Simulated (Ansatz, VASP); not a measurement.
Two plane-wave programs on Ge3P4

File INCAR:

```
SYSTEM = Ge3P4
ALGO     = Normal         ! electronic algorithm
EDIFF    = 1E-7           ! SCF threshold, eV
ENCUT    = 520            ! plane-wave cutoff, eV
GGA      = PE             ! functional
ISIF     = 2              ! what is computed and relaxed
ISMEAR   = 0              ! smearing method
LASPH    = .True.         ! aspherical terms in the spheres
LCHARG   = .False.        ! write CHGCAR
LREAL    = .False.        ! projectors in reciprocal space
LWAVE    = .False.        ! write WAVECAR
NBANDS   = 75             ! bands
NELM     = 100            ! most SCF steps
PREC     = Accurate       ! precision mode
SIGMA    = 0.1            ! smearing width, eV
```

KPOINTS

```
k-points
0
Gamma
  4 4 4
  0 0 0
```

File POSCAR:

```
Ge3P4
1.0
    0.0000000000      5.4161385400      5.4161385400
    5.4161385400      0.0000000000      5.4161385400
    5.4161385400      5.4161385400      0.0000000000
Ge P
6 8
Direct
    0.5000000000      0.0000000000      0.5000000000
    0.5000000000      0.0000000000      0.0000000000
    0.0000000000      0.0000000000      0.5000000000
    0.0000000000      0.5000000000      0.0000000000
    0.0000000000      0.5000000000      0.5000000000
    0.5000000000      0.5000000000      0.0000000000
    0.8575690000      0.4272930000      0.8575690000
    0.1424310000      0.1424310000      0.1424310000
    0.8575690000      0.8575690000      0.8575690000
    0.5727070000      0.1424310000      0.1424310000
    0.8575690000      0.8575690000      0.4272930000
    0.4272930000      0.8575690000      0.8575690000
    0.1424310000      0.1424310000      0.5727070000
    0.1424310000      0.5727070000      0.1424310000
```

Input for Ansatz:

```yaml
crystal:
  lattice:
    - [0.0, 5.41613854, 5.41613854]
    - [5.41613854, 0.0, 5.41613854]
    - [5.41613854, 5.41613854, 0.0]
  atoms:
    - { symbol: Ge, position: [0.5, 0.0, 0.5] }
    - { symbol: Ge, position: [0.5, 0.0, 0.0] }
    - { symbol: Ge, position: [0.0, 0.0, 0.5] }
    - { symbol: Ge, position: [0.0, 0.5, 0.0] }
    - { symbol: Ge, position: [0.0, 0.5, 0.5] }
    - { symbol: Ge, position: [0.5, 0.5, 0.0] }
    - { symbol: P, position: [0.857569, 0.427293, 0.857569] }
    - { symbol: P, position: [0.142431, 0.142431, 0.142431] }
    - { symbol: P, position: [0.857569, 0.857569, 0.857569] }
    - { symbol: P, position: [0.572707, 0.142431, 0.142431] }
    - { symbol: P, position: [0.857569, 0.857569, 0.427293] }
    - { symbol: P, position: [0.427293, 0.857569, 0.857569] }
    - { symbol: P, position: [0.142431, 0.142431, 0.572707] }
    - { symbol: P, position: [0.142431, 0.572707, 0.142431] }
basis:
  ecutwfc: 420
kpoints:
  mp_grid: { grid: [4, 4, 4] }
hamiltonian:
  xc: pbe
scf:
  occupations: { method: gaussian, width: 0.1 }
  lower_state_search: "off"
output:
  forces: true
  stress: true
  eigenvalues: true
```

Alike in both runs: task single point; functional PBE; k mesh 4 × 4 × 4; occupations gaussian, width 0.1 eV; no spin polarisation.

|  | VASP | Ansatz |
| --- | --- | --- |
| version | VASP 6.6.1 | Ansatz 0.2.0 |
| potentials or method | VASP PAW PBE potentials, release 64 (Ge_d, P), cutoff 520 eV | scalar-relativistic, plane waves, PAW |
| valence electrons in the cell | 124 | 124 |

VASP gave:

```
gap on the k mesh at the Fermi level (eV) : none
pressure (GPa)                            : 13.4
rms of the force components (eV/Å)        : 0.645
```

Task: Estimate Ansatz's values.

Result: gap on the k mesh at the Fermi level (eV): none; pressure (GPa): 13.6; rms of the force components (eV/Å): 0.647.

Atom by atom the forces differ by 0.002 eV/Å (rms over components). A gap of «none» marks a metal or a gap that the smearing closes.
